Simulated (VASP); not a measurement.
# V (Fd-3m) in VASP: electric field gradients with PBEsol

Aim: the electric field gradients of V with PBEsol.

Program: VASP 6.6.1. These are calculated values, not measurements. Logs are shortened: lines on timing, memory, paths and dates and some standing lists are left out, and cuts for length are marked.

## (1) The cell of the first run

The structure is cubic, space group Fd-3m (No. 227). Conventional cell: a = 5.127 Å, b = 5.127 Å, c = 5.127 Å, α = 90.00°, β = 90.00°, γ = 90.00°. V (site symmetry -43m) has 4 V at 2.22 Å within 2.9 Å.

## (2) Electric field gradients, PBEsol

File INCAR:

```
ALGO = Normal ; EDIFF = 1E-8
ENCUT = 520 ; GGA = PS
ISIF = 2 ; ISMEAR = -1
LASPH = T ; LCHARG = F
LEFG = T ; LREAL = F
LWAVE = F ; NBANDS = 20
NELM = 60 ; PREC = Accurate
SIGMA = 0.05
```

File KPOINTS:

```
k-points
0
Gamma
  10 10 10
```

File POSCAR:

```
V
1.0
    0.0000000000      2.5635698487      2.5635698487
    2.5635698487      0.0000000000      2.5635698487
    2.5635698487      2.5635698487      0.0000000000
V
2
Direct
   -0.1250000000     -0.1250000000     -0.1250000000
    0.1250000000      0.1250000000      0.1250000000
```

Potentials or basis: VASP PAW PBE potentials, release 64 (V_sv).

On the command line:

```bash
> cat potpaw_PBE.64/V_sv/POTCAR > POTCAR
> mpirun -np 1 vasp_std > vasp.out
```

OUTCAR:

```text
EDIFF = 1E-8
   ENCUT = 520
   GGA = PS
   ISIF = 2
   ISMEAR = -1
   LASPH = T
   LREAL = F
   NELM = 60
   PREC = Accurate

 ion  position               nearest neighbor table
   1  0.875  0.875  0.875-   2 2.22   2 2.22   2 2.22   2 2.22
   2  0.125  0.125  0.125-   1 2.22   1 2.22   1 2.22   1 2.22

  LATTYP: Found a face centered cubic cell.
 ALAT       =     5.1271396974

  Lattice vectors:

 A1 = (   0.0000000000,   2.5635698487,   2.5635698487)
 A2 = (   2.5635698487,   0.0000000000,   2.5635698487)
 A3 = (   2.5635698487,   2.5635698487,   0.0000000000)

Analysis of symmetry for initial positions (statically):
=====================================================================
 Subroutine PRICEL returns:
 Original cell was already a primitive cell.

 Routine SETGRP: Setting up the symmetry group for a
 face centered cubic supercell.

 Subroutine GETGRP returns: Found 48 space group operations
 (whereof 12 operations were pure point group operations)
 out of a pool of 48 trial point group operations.

The static configuration has the point symmetry D_3d.
 The point group associated with its full space group is O_h .

Analysis of symmetry for dynamics (positions and initial velocities):
=====================================================================
 Subroutine PRICEL returns:
 Original cell was already a primitive cell.

 Routine SETGRP: Setting up the symmetry group for a
 face centered cubic supercell.

 Subroutine GETGRP returns: Found 48 space group operations
 (whereof 12 operations were pure point group operations)
 out of a pool of 48 trial point group operations.

The dynamic configuration has the point symmetry D_3d.
 The point group associated with its full space group is O_h .

 Subroutine INISYM returns: Found 48 space group operations
 (whereof 12 operations are pure point group operations),
 and found     1 'primitive' translations

----------------------------------------------------------------------------------------

                                     Primitive cell

  volume of cell :      33.6950

  direct lattice vectors                    reciprocal lattice vectors
     0.000000000  2.563569849  2.563569849    -0.195040521  0.195040521  0.195040521
     2.563569849  0.000000000  2.563569849     0.195040521 -0.195040521  0.195040521
     2.563569849  2.563569849  0.000000000     0.195040521  0.195040521 -0.195040521

  length of vectors
     3.625435248  3.625435248  3.625435248     0.337820093  0.337820093  0.337820093

  position of ions in fractional coordinates (direct lattice)
     0.875000000  0.875000000  0.875000000
     0.125000000  0.125000000  0.125000000

  ion indices of the primitive-cell ions
   primitive index   ion index
                 1           1
                 2           2

----------------------------------------------------------------------------------------

 KPOINTS: k-points

Automatic generation of k-mesh.
 Grid dimensions read from file:
 generate k-points for:   10   10   10

 Generating k-lattice:

  Cartesian coordinates                     Fractional coordinates (reciprocal lattice)
    -0.019504052  0.019504052  0.019504052     0.100000000  0.000000000  0.000000000
     0.019504052 -0.019504052  0.019504052     0.000000000  0.100000000  0.000000000
     0.019504052  0.019504052 -0.019504052     0.000000000  0.000000000  0.100000000

  Length of vectors
     0.033782009  0.033782009  0.033782009

  Shift w.r.t. Gamma in fractional coordinates (k-lattice)
     0.000000000  0.000000000  0.000000000

 Subroutine IBZKPT returns following result:
 ===========================================

 Found     47 irreducible k-points:

 Following reciprocal coordinates:
            Coordinates               Weight
  0.000000  0.000000  0.000000      1.000000
  0.100000  0.000000  0.000000      8.000000
  0.200000  0.000000  0.000000      8.000000
  0.300000  0.000000  0.000000      8.000000
  0.400000  0.000000  0.000000      8.000000
  0.500000  0.000000  0.000000      4.000000
[... 16 lines left out ...]
  0.300000  0.300000  0.000000      6.000000
  0.400000  0.300000  0.000000     24.000000
 [... further k-points ...]
   k-points           NKPTS =     47   k-points in BZ     NKDIM =     47   number of bands    NBANDS=     20
   number of dos      NEDOS =    301   number of ions     NIONS =      2
   total plane-waves  NPLWV =  21952
   dimension x,y,z NGX =    28 NGY =   28 NGZ =   28
   dimension x,y,z NGXF=    56 NGYF=   56 NGZF=   56
   ions per type =               2
   NGX,Y,Z   is equivalent  to a cutoff of  12.84, 12.84, 12.84 a.u.
   NGXF,Y,Z  is equivalent  to a cutoff of  25.68, 25.68, 25.68 a.u.
 SYSTEM =  unknown system
   PREC   = accura    normal or accurate (medium, high low for compatibility)
   ISTART =      0    job   : 0-new  1-cont  2-samecut
   ICHARG =      2    charge: 1-file 2-atom 10-const
   ISPIN  =      1    spin polarized calculation?
   LNONCOLLINEAR =      F non collinear calculations
   LSORBIT =      F    spin-orbit coupling
   LASPH  =      T    aspherical Exc in radial PAW
   ENCUT  =  520.0 eV  38.22 Ry    6.18 a.u.   6.74  6.74  6.74*2*pi/ulx,y,z
   NELM   =     60;   NELMIN=  2; NELMDL= -5     # of ELM steps
   EDIFF  = 0.1E-07   stopping-criterion for ELM
   LREAL  =      F    real-space projection
   EDIFFG = 0.1E-06   stopping-criterion for IOM
   NSW    =      0    number of steps for IOM
   IBRION =     -1    ionic relax: 0-MD 1-quasi-New 2-CG
   NFREE  =      0    steps in history (QN), initial steepest desc. (CG)
   ISIF   =      2    stress and relaxation
   ISYM   =      2    0-nonsym 1-usesym 2-fastsym
   POTIM  = 0.5000    time-step for ionic-motion
   TEBEG  =    0.0;   TEEND  =   0.0 temperature during run
   PSTRESS=    0.0 pullay stress
   NELECT =      26.0000    total number of electrons
   NUPDOWN=      -1.0000    fix difference up-down
   EMIN   =  10.00;   EMAX   =-10.00  energy-range for DOS
   EFERMI =   0.00;   METHOD = LEGACY
   ISMEAR =    -1;   SIGMA  =   0.05  broadening in eV -4-tet -1-fermi 0-gaus
   EFERMI_NEDOS =   21; number of points for ismear=-14 and -15
   IALGO  =     38    algorithm
   IMIX   =      4    mixing-type and parameters
     AMIX     =   0.40;   BMIX     =  1.00
     AMIX_MAG =   1.60;   BMIX_MAG =  1.00
  volume/ion in A,a.u.               =      16.85       113.69
  Fermi-wavevector in a.u.,A,eV,Ry     =   1.501565  2.837546 30.677020  2.254697
  Thomas-Fermi vector in A             =   2.612919
   LORBIT       =      0    0 simple, 1 ext, 2 COOP (PROOUT), +10 PAW based schemes
   GGA     = PS    functional components
   LHFCALC =     F    Hartree Fock is set to
   AEXX    =    0.0000 exact exchange contribution
   IVDW    =     0    specifies the selected vdW correction
   LEPSILON=     F    determine dielectric tensor
   LRPA    =     F    only Hartree local field effects (RPA)
 non-spin polarized calculation
  energy-cutoff  :      520.00
  volume of cell :       33.69
 maximum number of plane-waves:       934
   NGX = 13   NGY = 13   NGZ = 13

 number of electron      25.9999983 magnetization

 Free energy of the ion-electron system (eV)
  ---------------------------------------------------
  ext. energy  EPLUGINS =         0.00000000
  ---------------------------------------------------
  free energy    TOTEN  =       -14.31637833 eV

  energy without entropy =      -14.27692489  energy(sigma->0) =      -14.29665161

 E-fermi :   7.0938     XC(G=0): -11.5134

 val. band max:        7.0881246808   @ k =   0.5000   0.4000   0.0000
 cond. band min:       7.0970167438   @ k =  -0.3000   0.3000   0.0000
 fundamental gap:      0.0088920630
 Fermi energy:         7.0937962550

 k-point     1 :       0.0000    0.0000    0.0000
  band No.  band energies     occupation
      1     -56.4254      2.00000
      2     -55.5608      2.00000
      3     -30.6110      2.00000
      4     -30.6110      2.00000
      5     -30.6110      2.00000
      6     -29.5251      2.00000
[... 12 lines left out ...]
     19      11.2443      0.00000
     20      20.7191      0.00000

 k-point     2 :       0.1000    0.0000    0.0000
  band No.  band energies     occupation
      1     -56.4100      2.00000
      2     -55.5771      2.00000
      3     -30.6260      2.00000
      4     -30.6260      2.00000
      5     -30.6129      2.00000
      6     -29.5252      2.00000
[... 12 lines left out ...]
     19      11.2347      0.00000
     20      18.8270      0.00000
[... 465 lines left out ...]
      3     -30.8082      2.00000
      4     -30.8082      2.00000
      5     -30.3924      2.00000
      6     -29.7624      2.00000
[... 12 lines left out ...]
     19      11.4325      0.00000
     20      15.5064      0.00000

 k-point    24 :       0.4000    0.3000    0.0000
  band No.  band energies     occupation
      1     -56.1895      2.00000
      2     -55.8066      2.00000
      3     -30.8513      2.00000
      4     -30.8387      2.00000
      5     -30.3282      2.00000
      6     -29.8266      2.00000
[... 12 lines left out ...]
     19      11.4119      0.00000
     20      14.0163      0.00000

 [... further k-points ...]
[... 5 lines left out ...]
  --------------------------------------------------------------------------------------
  -------------------------------------------------------------------------------------
  Total        0.7699615      0.7699615      0.7699615      0.0000000      0.0000000      0.0000000
  in kB       36.6112138     36.6112138     36.6112138      0.0000000      0.0000000      0.0000000
  external PRESSURE =      36.6112138 kB  Pullay stress =       0.0000000 kB

 VOLUME and BASIS-vectors are now :
 -----------------------------------------------------------------------------
  energy-cutoff  :      520.00
  volume of cell :       33.69
      direct lattice vectors                 reciprocal lattice vectors
     0.000000000  2.563569849  2.563569849    -0.195040521  0.195040521  0.195040521
     2.563569849  0.000000000  2.563569849     0.195040521 -0.195040521  0.195040521
     2.563569849  2.563569849  0.000000000     0.195040521  0.195040521 -0.195040521

 POSITION                                       TOTAL-FORCE (eV/Angst)
 -----------------------------------------------------------------------------------
      4.48625      4.48625      4.48625        -0.000000     -0.000000     -0.000000
      0.64089      0.64089      0.64089         0.000000      0.000000      0.000000
 -----------------------------------------------------------------------------------
    total drift:                                0.000000     -0.000000     -0.000000

  FREE ENERGIE OF THE ION-ELECTRON SYSTEM (eV)
  ---------------------------------------------------
  free  energy   TOTEN  =       -14.3163783304 eV

  energy  without entropy=      -14.2769248928  energy(sigma->0) =      -14.29665161

 Electric field gradients (V/A^2)
---------------------------------------------------------------------
 ion       V_xx      V_yy      V_zz      V_xy      V_xz      V_yz
---------------------------------------------------------------------
   1      -0.000    -0.000     0.000    -0.001    -0.001    -0.001
   2      -0.000    -0.000     0.000    -0.001    -0.001    -0.001
---------------------------------------------------------------------

 Electric field gradients after diagonalization (V/A^2)
 (convention: |V_zz| > |V_xx| > |V_yy|)
----------------------------------------------------------------------
 ion       V_xx      V_yy      V_zz     asymmetry (V_yy - V_xx)/ V_zz
----------------------------------------------------------------------
   1       0.001     0.001    -0.003       0.000
   2       0.001     0.001    -0.003       0.000
----------------------------------------------------------------------

           NMR quadrupolar parameters

 Cq : quadrupolar parameter    Cq=e*Q*V_zz/h
 eta: asymmetry parameters     (V_yy - V_xx)/ V_zz
 Q  : nuclear electric quadrupole moment in mb (millibarn)
----------------------------------------------------------------------
 ion       Cq(MHz)       eta       Q (mb)
----------------------------------------------------------------------
   1      -0.000       0.000       1.000
   2      -0.000       0.000       1.000
----------------------------------------------------------------------
```

Wall time 53 s (1 thread of Intel Xeon 8259CL, shared host); peak memory 0.17 GiB.

What came out:

- Free energy: -14.3164 eV
- Pressure: 3.7 GPa
- Band gap on the k mesh: zero (band 13 reaches 7.56 eV, above the bottom of band 14 at 6.40 eV)

Levels at points of the mesh, in eV from the Fermi level:
| k point | band 9 | band 10 | band 11 | band 12 | band 13 | band 14 | band 15 | band 16 | band 17 | band 18 |
| --- | --- | --- | --- | --- | --- | --- | --- | --- | --- | --- |
| (0.00, 0.00, 0.00) | -5.57 | -1.35 | -1.35 | -0.63 | -0.63 | -0.63 | 1.64 | 1.64 | 1.64 | 4.15 |
| (0.50, 0.00, 0.00) | -2.01 | -1.93 | -1.28 | -1.28 | -0.69 | -0.69 | 0.46 | 2.57 | 2.57 | 3.68 |
| (0.50, 0.50, 0.00) | -2.67 | -2.67 | -0.58 | -0.58 | 0.46 | 0.46 | 1.27 | 1.27 | 3.93 | 3.93 |

Caveat: without QUAD_EFG the Cq values of the log hold for a quadrupole moment of 1 mb, not for the nuclei; the PAW data sets were made with another functional, which shifts forces and pressure a little.
